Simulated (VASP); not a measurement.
# TaAs (I4_1md) in VASP: settings compared

TaAs is run at these levels: PBEsol, RPBE, PBEsol+U; tasks: single point, relaxation of cell and atoms.

Program: VASP 6.6.1. These are calculated values, not measurements. Logs are shortened: lines on timing, memory, paths and dates and some standing lists are left out, and cuts for length are marked.

## 1. The cell of the first run

Symmetry: I4_1md, No. 109, tetragonal system. Conventional cell: a = 3.429 Å, b = 3.429 Å, c = 11.585 Å, α = 90.00°, β = 90.00°, γ = 90.00°. Within 3.5 Å of Ta (site symmetry 2mm) lie 6 As at 2.59 to 2.60 Å and 8 Ta at 3.37 to 3.43 Å. Within 3.5 Å of As (site symmetry 2mm) lie 6 Ta at 2.59 to 2.60 Å and 8 As at 3.37 to 3.43 Å.

## 2. Single point, PBEsol

File INCAR:

```
SYSTEM = TaAs
PREC = Accurate
ENCUT = 520
EDIFF = 1E-7
ISMEAR = -1
SIGMA = 0.05
LREAL = .FALSE.
LASPH = .TRUE.
NELM = 60
ALGO = Normal
ISIF = 2
LWAVE = .FALSE.
LCHARG = .TRUE.
GGA = PS
LELF = .TRUE.
LVHAR = .TRUE.
NBANDS = 24
```

File KPOINTS:

```
Automatic mesh
0
G
  11 11 11
  0 0 0
```

File POSCAR:

```
TaAs
1.0
   -1.7143019438      1.7143019438      5.7923254427
    1.7143019438     -1.7143019438      5.7923254427
    1.7143019438      1.7143019438     -5.7923254427
Ta As
2 2
Direct
    0.5003161491      0.5003161491      0.0000000000
    0.2503161491      0.7503161491      0.5000000000
    0.0822832709      0.0822832709      0.0000000000
    0.8322832709      0.3322832709      0.5000000000
```

Potentials or basis: VASP PAW PBE potentials, release 64 (Ta_pv, As).

Command:

```console
$ cat potpaw_PBE.64/Ta_pv/POTCAR potpaw_PBE.64/As/POTCAR > POTCAR
$ mpirun -np 1 vasp_std > vasp.out
```

OUTCAR:

```text
SYSTEM = TaAs
   PREC = Accurate
   ENCUT = 520
   EDIFF = 1E-7
   ISMEAR = -1
   LREAL = .FALSE.
   LASPH = .TRUE.
   NELM = 60
   ISIF = 2
   GGA = PS

 ion  position               nearest neighbor table
   1  0.500  0.500  0.000-   4 2.59   4 2.59   3 2.60   3 2.60   3 2.60   3 2.60   2 3.37   2 3.37
                             2 3.37   2 3.37
   2  0.250  0.750  0.500-   3 2.59   3 2.59   4 2.60   4 2.60   4 2.60   4 2.60   1 3.37   1 3.37
                             1 3.37   1 3.37
   3  0.082  0.082  0.000-   2 2.59   2 2.59   1 2.60   1 2.60   1 2.60   1 2.60
   4  0.832  0.332  0.500-   1 2.59   1 2.59   2 2.60   2 2.60   2 2.60   2 2.60

  LATTYP: Found a body centered tetragonal cell.
 ALAT       =     3.4286038876
 C/A-ratio  =     3.3788245202

  Lattice vectors:

 A1 = (  -1.7143019438,   1.7143019438,   5.7923254427)
 A2 = (   1.7143019438,  -1.7143019438,   5.7923254427)
 A3 = (   1.7143019438,   1.7143019438,  -5.7923254427)

Analysis of symmetry for initial positions (statically):
=====================================================================
 Subroutine PRICEL returns:
 Original cell was already a primitive cell.

 Routine SETGRP: Setting up the symmetry group for a
 body centered tetragonal supercell.

 Subroutine GETGRP returns: Found  8 space group operations
 (whereof  4 operations were pure point group operations)
 out of a pool of 16 trial point group operations.

The static configuration has the point symmetry C_2v.
 The point group associated with its full space group is C_4v.

Analysis of symmetry for dynamics (positions and initial velocities):
=====================================================================
 Subroutine PRICEL returns:
 Original cell was already a primitive cell.

 Routine SETGRP: Setting up the symmetry group for a
 body centered tetragonal supercell.

 Subroutine GETGRP returns: Found  8 space group operations
 (whereof  4 operations were pure point group operations)
 out of a pool of 16 trial point group operations.

The dynamic configuration has the point symmetry C_2v.
 The point group associated with its full space group is C_4v.

 Subroutine INISYM returns: Found  8 space group operations
 (whereof  4 operations are pure point group operations),
 and found     1 'primitive' translations

----------------------------------------------------------------------------------------

                                     Primitive cell

  volume of cell :      68.0907

  direct lattice vectors                    reciprocal lattice vectors
[... 86 lines left out ...]
   LNONCOLLINEAR =      F non collinear calculations
   LSORBIT =      F    spin-orbit coupling
   LASPH  =      T    aspherical Exc in radial PAW
   ENCUT  =  520.0 eV  38.22 Ry    6.18 a.u.  11.68 11.68 11.68*2*pi/ulx,y,z
   NELM   =     60;   NELMIN=  2; NELMDL= -5     # of ELM steps
   EDIFF  = 0.1E-06   stopping-criterion for ELM
   LREAL  =      F    real-space projection
   EDIFFG = 0.1E-05   stopping-criterion for IOM
   NSW    =      0    number of steps for IOM
   IBRION =     -1    ionic relax: 0-MD 1-quasi-New 2-CG
   NFREE  =      0    steps in history (QN), initial steepest desc. (CG)
   ISIF   =      2    stress and relaxation
   ISYM   =      2    0-nonsym 1-usesym 2-fastsym
   POTIM  = 0.5000    time-step for ionic-motion
   TEBEG  =    0.0;   TEEND  =   0.0 temperature during run
   PSTRESS=    0.0 pullay stress
   NELECT =      32.0000    total number of electrons
   NUPDOWN=      -1.0000    fix difference up-down
   EMIN   =  10.00;   EMAX   =-10.00  energy-range for DOS
   EFERMI =   0.00;   METHOD = LEGACY
   ISMEAR =    -1;   SIGMA  =   0.05  broadening in eV -4-tet -1-fermi 0-gaus
   EFERMI_NEDOS =   21; number of points for ismear=-14 and -15
   IALGO  =     38    algorithm
   IMIX   =      4    mixing-type and parameters
     AMIX     =   0.40;   BMIX     =  1.00
     AMIX_MAG =   1.60;   BMIX_MAG =  1.00
  volume/ion in A,a.u.               =      17.02       114.87
  Fermi-wavevector in a.u.,A,eV,Ry     =   1.272806  2.405255 22.041924  1.620036
  Thomas-Fermi vector in A             =   2.405664
   LORBIT       =      0    0 simple, 1 ext, 2 COOP (PROOUT), +10 PAW based schemes
   GGA     = PS    functional components
   LHFCALC =     F    Hartree Fock is set to
   AEXX    =    0.0000 exact exchange contribution
   IVDW    =     0    specifies the selected vdW correction
   LEPSILON=     F    determine dielectric tensor
   LRPA    =     F    only Hartree local field effects (RPA)
 non-spin polarized calculation
  energy-cutoff  :      520.00
  volume of cell :       68.09
 maximum number of plane-waves:      1849
   NGX = 23   NGY = 23   NGZ = 23

 number of electron      32.0000001 magnetization

 Free energy of the ion-electron system (eV)
  ---------------------------------------------------
  ext. energy  EPLUGINS =         0.00000000
  ---------------------------------------------------
  free energy    TOTEN  =       -37.72786818 eV

  energy without entropy =      -37.72327416  energy(sigma->0) =      -37.72557117

 E-fermi :   7.0210     XC(G=0): -12.1187

 val. band max:        7.0038094237   @ k =  -0.0909  -0.4545   0.0909
 cond. band min:       7.0293428527   @ k =  -0.0909  -0.4545   0.0909
 fundamental gap:      0.0255334291
 Fermi energy:         7.0210322432

 k-point     1 :       0.0000    0.0000    0.0000
  band No.  band energies     occupation
      1     -27.8575      2.00000
      2     -27.8072      2.00000
      3     -27.8072      2.00000
      4     -27.6499      2.00000
      5     -27.6499      2.00000
      6     -27.5900      2.00000
[... 637 lines left out ...]
     23      11.1895      0.00000
     24      12.6025      0.00000

 [... further k-points ...]
[... 5 lines left out ...]
  --------------------------------------------------------------------------------------
  -------------------------------------------------------------------------------------
  Total        0.3053322      0.3053322      0.2415148      0.0000000      0.0000000      0.0000000
  in kB        7.1844842      7.1844842      5.6828564      0.0000000      0.0000000      0.0000000
  external PRESSURE =       6.6839416 kB  Pullay stress =       0.0000000 kB

 VOLUME and BASIS-vectors are now :
 -----------------------------------------------------------------------------
  energy-cutoff  :      520.00
  volume of cell :       68.09
      direct lattice vectors                 reciprocal lattice vectors
    -1.714301944  1.714301944  5.792325443     0.000000000  0.291663905  0.086321117
     1.714301944 -1.714301944  5.792325443     0.291663905  0.000000000  0.086321117
     1.714301944  1.714301944 -5.792325443     0.291663905  0.291663905  0.000000000

 POSITION                                       TOTAL-FORCE (eV/Angst)
 -----------------------------------------------------------------------------------
      0.00000      0.00000      5.79599        -0.000000     -0.000000      0.001184
      1.71430     -0.00000      2.89983         0.000000      0.000000      0.001184
      0.00000      0.00000      0.95322         0.000000      0.000000     -0.001184
      0.00000      1.71430      3.84939        -0.000000     -0.000000     -0.001184
 -----------------------------------------------------------------------------------
    total drift:                                0.000000      0.000000      0.000231

  FREE ENERGIE OF THE ION-ELECTRON SYSTEM (eV)
  ---------------------------------------------------
  free  energy   TOTEN  =       -37.7278681810 eV

  energy  without entropy=      -37.7232741621  energy(sigma->0) =      -37.72557117
```

OSZICAR:

```text
N       E                     dE             d eps       ncg     rms          rms(c)
DAV:   1     0.237624000563E+03    0.23762E+03   -0.16375E+04  6048   0.129E+03
DAV:   2    -0.296156083263E+02   -0.26724E+03   -0.25557E+03  7088   0.353E+02
DAV:   3    -0.393972331730E+02   -0.97816E+01   -0.95348E+01  7952   0.610E+01
DAV:   4    -0.395246729641E+02   -0.12744E+00   -0.12730E+00  6792   0.705E+00
DAV:   5    -0.395261054961E+02   -0.14325E-02   -0.14321E-02  7992   0.668E-01    0.223E+01
DAV:   6    -0.378637025606E+02    0.16624E+01   -0.38654E+00  7208   0.125E+01    0.957E+00
DAV:   7    -0.377473134414E+02    0.11639E+00   -0.41499E-01  8000   0.413E+00    0.268E+00
DAV:   8    -0.377281286218E+02    0.19185E-01   -0.32205E-02  6824   0.867E-01    0.232E-01
DAV:   9    -0.377278990050E+02    0.22962E-03   -0.25082E-03  7584   0.270E-01    0.111E-01
DAV:  10    -0.377278743051E+02    0.24700E-04   -0.25521E-04  7184   0.127E-01    0.192E-02
DAV:  11    -0.377278703186E+02    0.39866E-05   -0.11852E-05  7752   0.224E-02    0.118E-02
DAV:  12    -0.377278681450E+02    0.21735E-05   -0.36268E-06  7400   0.141E-02    0.113E-03
DAV:  13    -0.377278681810E+02   -0.36012E-07   -0.12823E-07  5080   0.246E-03
   1 F= -.37727868E+02 E0= -.37725571E+02  d E =-.459402E-02
```

Run time: 11 min. Hardware: 1 thread of Intel Xeon 8259CL, shared host; peak memory 0.45 GiB.

What came out:

* Free energy: -37.7279 eV
* Pressure: 0.7 GPa
* Band gap on the k mesh: zero (bands 16 and 17 overlap by 0.02 eV)

Levels at points of the mesh, in eV from the Fermi level:
```csv
k point,band 13,band 14,band 15,band 16,band 17,band 18,band 19,band 20
"(0.00, 0.00, 0.00)",-2.41,-1.96,-1.64,-1.64,0.90,1.61,2.43,3.17
```

Caveat: the PAW data sets were made with another functional, which shifts forces and pressure a little; spin-orbit coupling is left out, which moves the levels of the heavy elements.

## 3. Relaxation of cell and atoms, RPBE

This run uses another cell than the first one, of 17.40 Å³/atom.

File INCAR:

```
SYSTEM = TaAs
PREC = Accurate
ENCUT = 600
EDIFF = 1E-6
ISMEAR = -1
SIGMA = 0.05
LREAL = .FALSE.
LASPH = .TRUE.
NELM = 100
ALGO = Normal
ISIF = 3
LWAVE = .FALSE.
LCHARG = .FALSE.
GGA = RP
IBRION = 2
NSW = 60
EDIFFG = -0.01
```

KPOINTS is that of step 2.

File POSCAR:

```
TaAs
1.0
   -1.7218133622      1.7218133622      5.8679415361
    1.7218133622     -1.7218133622      5.8679415361
    1.7218133622      1.7218133622     -5.8679415361
Ta As
2 2
Direct
    0.4999673000      0.4999673000      0.0000000000
    0.2499673000      0.7499673000      0.5000000000
    0.0826321200      0.0826321200      0.0000000000
    0.8326321200      0.3326321200      0.5000000000
```

Potentials or basis: VASP PAW PBE potentials, release 64 (Ta_pv, As).

Command:

```console
$ cat potpaw_PBE.64/Ta_pv/POTCAR potpaw_PBE.64/As/POTCAR > POTCAR
$ mpirun -np 1 vasp_std > vasp.out
```

Run time: 56 min. Hardware: 1 thread of Intel Xeon 8259CL, shared host; peak memory 0.56 GiB.

Results (log left out):

- Free energy: -33.2794 eV
- Relaxed volume: 17.91 Å³/atom
- Relaxed cell: a = 6.403 Å, b = 6.403 Å, c = 6.403 Å, α = 148.45°, β = 148.45°, γ = 45.22°
- Space group after relaxing (to 0.1 Å): I4_1md (No. 109)
- Energy gained by relaxing: 8.7 meV/atom
- Ionic steps: 5
- Pressure after relaxing: 0.0 GPa
- Largest force after relaxing: 0.008 eV/Å
- Band gap on the k mesh: zero (filled and empty bands touch)

Forces on the atoms (eV/Å):
```
Ta   0.000  0.000  0.008
Ta   0.000  0.000  0.008
As   0.000  0.000 -0.008
As   0.000  0.000 -0.008
```

Stress tensor (GPa, compression positive):
```
 0.07  0.00  0.00
 0.00  0.07  0.00
 0.00  0.00 -0.07
```

Step by step:
```csv
step,energy change (eV),largest force (eV/Å),pressure (GPa),volume (Å³)
1,0.0000,0.0280,5.40,69.59
2,0.0739,0.0026,-8.20,75.66
3,-0.0346,0.0186,-0.09,71.70
4,-0.0347,0.0188,-0.01,71.66
5,-0.0348,0.0083,0.02,71.65
```

Final structure:
```
Ta As
1.0
    -1.74076    1.74076    5.91121
     1.74076   -1.74076    5.91121
     1.74076    1.74076   -5.91121
Ta As
2 2
Direct
  0.50008 0.50008 0.00000
  0.25008 0.75008 0.50000
  0.08252 0.08252 0.00000
  0.83252 0.33252 0.50000
```

Levels at points of the mesh, in eV from the Fermi level:
| k point | band 14 | band 15 | band 16 | band 17 | band 18 | band 19 |
| --- | --- | --- | --- | --- | --- | --- |
| (0.00, 0.00, 0.00) | -1.86 | -1.62 | -1.62 | 0.87 | 1.51 | 2.26 |

Caveat: the PAW data sets were made with another functional, which shifts forces and pressure a little; spin-orbit coupling is left out, which moves the levels of the heavy elements.

(Continued in part 2 of 2.)

The gap in the log of VASP goes by the Fermi energy; the results here count the filled bands.